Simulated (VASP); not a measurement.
# MgO (Cmcm) in VASP: notebook

Runs on MgO. Level: PBEsol. Tasks: single point.

Program: VASP 6.6.1. These are calculated values, not measurements. Logs are shortened: lines on timing, memory, paths and dates and some standing lists are left out, and cuts for length are marked.

### 1 The cell of the first run

The structure is orthorhombic, space group Cmcm (No. 63). The conventional cell has a = 3.576 Å, b = 6.194 Å, c = 3.999 Å, α = 90.00°, β = 90.00°, γ = 90.00°. Mg (site symmetry m2m) has 5 O at 2.00 to 2.08 Å within 2.7 Å. Within 2.7 Å of O (site symmetry m2m) lie 5 Mg at 2.00 to 2.08 Å.

### 2 Single point, PBEsol (mode 5 frozen in at +0.049 Å, strain +e along z and -e/2 along x and y -0.0467)

The input, INCAR:

```
PREC = Accurate
ENCUT = 520
EDIFF = 1E-7
ISMEAR = 0
SIGMA = 0.05
LREAL = False
LASPH = True
NELM = 100
ALGO = Normal
ISIF = 2
LWAVE = False
LCHARG = False
GGA = PS
NBANDS = 16
```

The input, KPOINTS:

```
regular mesh
0
Gamma
  9 9 6
```

The input, POSCAR:

```
MgO
1.0
    3.5763691814      0.0000000000      0.0000000000
   -1.7881845907      3.0972265644      0.0000000000
    0.0000000000      0.0000000000      3.9988201221
Mg O
2 2
Direct
    0.6747286342      0.3494572684      0.7500000000
    0.3252713658      0.6505427316      0.2500000000
    0.6607307308      0.3214614617      0.2500000000
    0.3392692692      0.6785385383      0.7500000000
```

Potentials or basis: VASP PAW PBE potentials, release 64 (Mg, O).

Started as:

```console
> cat potpaw_PBE.64/Mg/POTCAR potpaw_PBE.64/O/POTCAR > POTCAR
> mpirun -np 1 vasp_std > vasp.out
```

OUTCAR:

```text
PREC = Accurate
   ENCUT = 520
   EDIFF = 1E-7
   ISMEAR = 0
   LREAL = False
   LASPH = True
   NELM = 100
   ISIF = 2
   GGA = PS

 ion  position               nearest neighbor table
   1  0.675  0.349  0.750-   3 2.00   3 2.00   4 2.06   4 2.06   4 2.08   2 2.84   2 2.84   2 2.84
                             2 2.84   2 2.95   2 2.95
   2  0.325  0.651  0.250-   4 2.00   4 2.00   3 2.06   3 2.06   3 2.08   1 2.84   1 2.84   1 2.84
                             1 2.84   1 2.95   1 2.95
   3  0.661  0.321  0.250-   1 2.00   1 2.00   2 2.06   2 2.06   2 2.08
   4  0.339  0.679  0.750-   2 2.00   2 2.00   1 2.06   1 2.06   1 2.08

  LATTYP: Found a hexagonal cell.
 ALAT       =     3.5763691814
 C/A-ratio  =     1.1181228557

  Lattice vectors:

 A1 = (   3.5763691814,   0.0000000000,   0.0000000000)
 A2 = (  -1.7881845907,   3.0972265644,   0.0000000000)
 A3 = (   0.0000000000,   0.0000000000,   3.9988201221)

Analysis of symmetry for initial positions (statically):
=====================================================================
 Subroutine PRICEL returns:
 Original cell was already a primitive cell.

 Routine SETGRP: Setting up the symmetry group for a
 hexagonal supercell.

 Subroutine GETGRP returns: Found  8 space group operations
 (whereof  4 operations were pure point group operations)
 out of a pool of 24 trial point group operations.

The static configuration has the point symmetry C_2h.
 The point group associated with its full space group is D_2h.

Analysis of symmetry for dynamics (positions and initial velocities):
=====================================================================
 Subroutine PRICEL returns:
 Original cell was already a primitive cell.

 Routine SETGRP: Setting up the symmetry group for a
 hexagonal supercell.

 Subroutine GETGRP returns: Found  8 space group operations
 (whereof  4 operations were pure point group operations)
 out of a pool of 24 trial point group operations.

The dynamic configuration has the point symmetry C_2h.
 The point group associated with its full space group is D_2h.

 Subroutine INISYM returns: Found  8 space group operations
 (whereof  4 operations are pure point group operations),
 and found     1 'primitive' translations

----------------------------------------------------------------------------------------

                                     Primitive cell

  volume of cell :      44.2942

  direct lattice vectors                    reciprocal lattice vectors
     3.576369181  0.000000000  0.000000000     0.279613191  0.161434751  0.000000000
    -1.788184591  3.097226564  0.000000000     0.000000000  0.322869503  0.000000000
     0.000000000  0.000000000  3.998820122     0.000000000  0.000000000  0.250073764

  length of vectors
     3.576369181  3.576369181  3.998820122     0.322869503  0.322869503  0.250073764

  position of ions in fractional coordinates (direct lattice)
     0.674728634  0.349457268  0.750000000
     0.325271366  0.650542732  0.250000000
     0.660730731  0.321461462  0.250000000
     0.339269269  0.678538538  0.750000000

  ion indices of the primitive-cell ions
   primitive index   ion index
                 1           1
                 2           2
                 3           3
                 4           4

----------------------------------------------------------------------------------------

 KPOINTS: regular mesh

Automatic generation of k-mesh.
 Grid dimensions read from file:
 generate k-points for:    9    9    6

 Generating k-lattice:

  Cartesian coordinates                     Fractional coordinates (reciprocal lattice)
     0.031068132  0.017937195  0.000000000     0.111111111 -0.000000000  0.000000000
     0.000000000  0.035874389  0.000000000     0.000000000  0.111111111  0.000000000
     0.000000000  0.000000000  0.041678961     0.000000000  0.000000000  0.166666667

  Length of vectors
     0.035874389  0.035874389  0.041678961

  Shift w.r.t. Gamma in fractional coordinates (k-lattice)
     0.000000000  0.000000000  0.000000000

 Subroutine IBZKPT returns following result:
 ===========================================

 Found    100 irreducible k-points:

 Following reciprocal coordinates:
            Coordinates               Weight
  0.000000  0.000000  0.000000      1.000000
  0.111111 -0.000000  0.000000      4.000000
  0.000000  0.111111  0.000000      2.000000
  0.222222  0.000000  0.000000      4.000000
  0.000000  0.222222  0.000000      2.000000
  0.333333  0.000000  0.000000      4.000000
[... 16 lines left out ...]
 -0.222222 -0.444444  0.000000      4.000000
  0.444444  0.333333  0.000000      4.000000
 [... further k-points ...]
   k-points           NKPTS =    100   k-points in BZ     NKDIM =    100   number of bands    NBANDS=     16
   number of dos      NEDOS =    301   number of ions     NIONS =      4
   total plane-waves  NPLWV =  23520
   dimension x,y,z NGX =    28 NGY =   28 NGZ =   30
   dimension x,y,z NGXF=    56 NGYF=   56 NGZF=   60
   ions per type =               2   2
   NGX,Y,Z   is equivalent  to a cutoff of  13.02, 13.02, 12.47 a.u.
   NGXF,Y,Z  is equivalent  to a cutoff of  26.03, 26.03, 24.94 a.u.
 SYSTEM =  unknown system
   PREC   = accura    normal or accurate (medium, high low for compatibility)
   ISTART =      0    job   : 0-new  1-cont  2-samecut
   ICHARG =      2    charge: 1-file 2-atom 10-const
   ISPIN  =      1    spin polarized calculation?
   LNONCOLLINEAR =      F non collinear calculations
   LSORBIT =      F    spin-orbit coupling
   LASPH  =      T    aspherical Exc in radial PAW
   ENCUT  =  520.0 eV  38.22 Ry    6.18 a.u.   6.65  6.65  7.44*2*pi/ulx,y,z
   NELM   =    100;   NELMIN=  2; NELMDL= -5     # of ELM steps
   EDIFF  = 0.1E-06   stopping-criterion for ELM
   LREAL  =      F    real-space projection
   EDIFFG = 0.1E-05   stopping-criterion for IOM
   NSW    =      0    number of steps for IOM
   IBRION =     -1    ionic relax: 0-MD 1-quasi-New 2-CG
   NFREE  =      0    steps in history (QN), initial steepest desc. (CG)
   ISIF   =      2    stress and relaxation
   ISYM   =      2    0-nonsym 1-usesym 2-fastsym
   POTIM  = 0.5000    time-step for ionic-motion
   TEBEG  =    0.0;   TEEND  =   0.0 temperature during run
   PSTRESS=    0.0 pullay stress
   NELECT =      16.0000    total number of electrons
   NUPDOWN=      -1.0000    fix difference up-down
   EMIN   =  10.00;   EMAX   =-10.00  energy-range for DOS
   EFERMI =   0.00;   METHOD = LEGACY
   ISMEAR =     0;   SIGMA  =   0.05  broadening in eV -4-tet -1-fermi 0-gaus
   EFERMI_NEDOS =   21; number of points for ismear=-14 and -15
   IALGO  =     38    algorithm
   IMIX   =      4    mixing-type and parameters
     AMIX     =   0.40;   BMIX     =  1.00
     AMIX_MAG =   1.60;   BMIX_MAG =  1.00
  volume/ion in A,a.u.               =      11.07        74.73
  Fermi-wavevector in a.u.,A,eV,Ry     =   1.165912  2.203254 18.495090  1.359351
  Thomas-Fermi vector in A             =   2.302432
   LORBIT       =      0    0 simple, 1 ext, 2 COOP (PROOUT), +10 PAW based schemes
   GGA     = PS    functional components
   LHFCALC =     F    Hartree Fock is set to
   AEXX    =    0.0000 exact exchange contribution
   IVDW    =     0    specifies the selected vdW correction
   LEPSILON=     F    determine dielectric tensor
   LRPA    =     F    only Hartree local field effects (RPA)
 non-spin polarized calculation
 Gauss-broadening in eV      SIGMA  =   0.05
  energy-cutoff  :      520.00
  volume of cell :       44.29
 maximum number of plane-waves:      1226
   NGX = 13   NGY = 13   NGZ = 15

 number of electron      15.9999995 magnetization

 Free energy of the ion-electron system (eV)
  ---------------------------------------------------
  ext. energy  EPLUGINS =         0.00000000
  ---------------------------------------------------
  free energy    TOTEN  =       -24.64342886 eV

  energy without entropy =      -24.64342886  energy(sigma->0) =      -24.64342886

 E-fermi :   1.9928     XC(G=0): -10.2556

 val. band max:        1.7081617391   @ k =   0.0000   0.0000   0.0000
 cond. band min:       5.0538943909   @ k =   0.0000   0.0000   0.0000
 fundamental gap:      3.3457326518
 Fermi energy:         1.9928146985

 k-point     1 :       0.0000    0.0000    0.0000
  band No.  band energies     occupation
      1     -15.0518      2.00000
      2     -13.5352      2.00000
      3      -1.6959      2.00000
      4      -0.0812      2.00000
      5      -0.0118      2.00000
      6       0.9831      2.00000
[... 8 lines left out ...]
     15      16.9268      0.00000
     16      17.3578      0.00000

 k-point     2 :       0.1111   -0.0000    0.0000
  band No.  band energies     occupation
      1     -14.9943      2.00000
      2     -13.5537      2.00000
      3      -1.6097      2.00000
      4      -0.2226      2.00000
      5      -0.1440      2.00000
      6       0.7387      2.00000
[... 8 lines left out ...]
     15      16.4911      0.00000
     16      17.0105      0.00000

 k-point     3 :       0.0000    0.1111    0.0000
  band No.  band energies     occupation
      1     -14.9925      2.00000
      2     -13.5570      2.00000
      3      -1.6061      2.00000
      4      -0.2321      2.00000
      5      -0.1244      2.00000
      6       0.8668      2.00000
[... 8 lines left out ...]
     15      16.7545      0.00000
     16      17.0112      0.00000

 k-point     4 :       0.2222    0.0000    0.0000
  band No.  band energies     occupation
      1     -14.8347      2.00000
      2     -13.6130      2.00000
      3      -1.3635      2.00000
      4      -0.7484      2.00000
      5      -0.3601      2.00000
      6       0.3795      2.00000
[... 8 lines left out ...]
     15      15.6780      0.00000
     16      16.8667      0.00000

 k-point     5 :       0.0000    0.2222    0.0000
  band No.  band energies     occupation
      1     -14.8265      2.00000
      2     -13.6265      2.00000
      3      -1.3469      2.00000
      4      -0.6892      2.00000
      5      -0.3517      2.00000
      6       0.4122      2.00000
[... 8 lines left out ...]
     15      16.1085      0.00000
     16      16.3274      0.00000

 k-point     6 :       0.3333    0.0000    0.0000
  band No.  band energies     occupation
      1     -14.6153      2.00000
      2     -13.7165      2.00000
      3      -1.3520      2.00000
      4      -1.0023      2.00000
      5      -0.5534      2.00000
      6       0.1798      2.00000
[... 8 lines left out ...]
     15      15.3101      0.00000
     16      17.0900      0.00000
[... 267 lines left out ...]
 k-point    21 :      -0.4444    0.2222    0.0000
  band No.  band energies     occupation
      1     -14.5013      2.00000
      2     -13.7775      2.00000
      3      -1.5854      2.00000
      4      -0.8059      2.00000
      5      -0.6081      2.00000
      6       0.1552      2.00000
[... 8 lines left out ...]
     15      16.2849      0.00000
     16      17.0324      0.00000

 k-point    22 :       0.3333    0.2222    0.0000
  band No.  band energies     occupation
      1     -14.2905      2.00000
      2     -13.9340      2.00000
      3      -1.8251      2.00000
      4      -0.5373      2.00000
      5      -0.4074      2.00000
      6      -0.0289      2.00000
[... 8 lines left out ...]
     15      16.2168      0.00000
     16      16.8086      0.00000

 k-point    23 :      -0.2222   -0.4444    0.0000
  band No.  band energies     occupation
      1     -14.2573      2.00000
      2     -13.9719      2.00000
      3      -1.7854      2.00000
      4      -0.5200      2.00000
      5      -0.3377      2.00000
      6      -0.0629      2.00000
[... 8 lines left out ...]
     15      16.2459      0.00000
     16      16.4606      0.00000

 k-point    24 :       0.4444    0.3333    0.0000
  band No.  band energies     occupation
      1     -14.3087      2.00000
      2     -13.9127      2.00000
      3      -1.8478      2.00000
      4      -0.5411      2.00000
      5      -0.4456      2.00000
      6      -0.0242      2.00000
[... 8 lines left out ...]
     15      16.3348      0.00000
     16      17.0346      0.00000

 [... further k-points ...]
[... 5 lines left out ...]
  --------------------------------------------------------------------------------------
  -------------------------------------------------------------------------------------
  Total       -0.8037079     -0.9762935      3.1679782      0.0000000      0.0000000      0.0000000
  in kB      -29.0711120    -35.3137459    114.5896999      0.0000000      0.0000000      0.0000000
  external PRESSURE =      16.7349473 kB  Pullay stress =       0.0000000 kB

 VOLUME and BASIS-vectors are now :
 -----------------------------------------------------------------------------
  energy-cutoff  :      520.00
  volume of cell :       44.29
      direct lattice vectors                 reciprocal lattice vectors
     3.576369181  0.000000000  0.000000000     0.279613191  0.161434751  0.000000000
    -1.788184591  3.097226564  0.000000000     0.000000000  0.322869503  0.000000000
     0.000000000  0.000000000  3.998820122     0.000000000  0.000000000  0.250073764

 POSITION                                       TOTAL-FORCE (eV/Angst)
 -----------------------------------------------------------------------------------
      1.78818      1.08235      2.99912         0.000000     -0.338204      0.000000
      0.00000      2.01488      0.99971        -0.000000      0.338204     -0.000000
      1.78818      0.99564      0.99971         0.000000      0.234596      0.000000
      0.00000      2.10159      2.99912         0.000000     -0.234596      0.000000
 -----------------------------------------------------------------------------------
    total drift:                                0.000000      0.000000      0.000000

  FREE ENERGIE OF THE ION-ELECTRON SYSTEM (eV)
  ---------------------------------------------------
  free  energy   TOTEN  =       -24.6434288612 eV

  energy  without entropy=      -24.6434288612  energy(sigma->0) =      -24.64342886
```

Wall time 25 s (1 thread of Intel Xeon 6975P-C (Granite Rapids), shared host); peak memory 0.2 GiB.

What came out:

| Item | Value |
| --- | --- |
| Free energy | -24.6434 eV |
| Pressure | 1.7 GPa |
| Largest force | 0.338 eV/Å |
| Band gap on the k mesh | 3.35 eV, direct |

Forces in eV/Å, atoms in the order of the input:
```
Mg   0.000 -0.338  0.000
Mg   0.000  0.338  0.000
O    0.000  0.235  0.000
O    0.000 -0.235  0.000
```

Caveat: the cell differs from its parent crystal (mode 5 frozen in at +0.049 Å, strain +e along z and -e/2 along x and y -0.0467); the PAW data sets were made with another functional, which shifts forces and pressure a little.

[end of part 1 of 2]
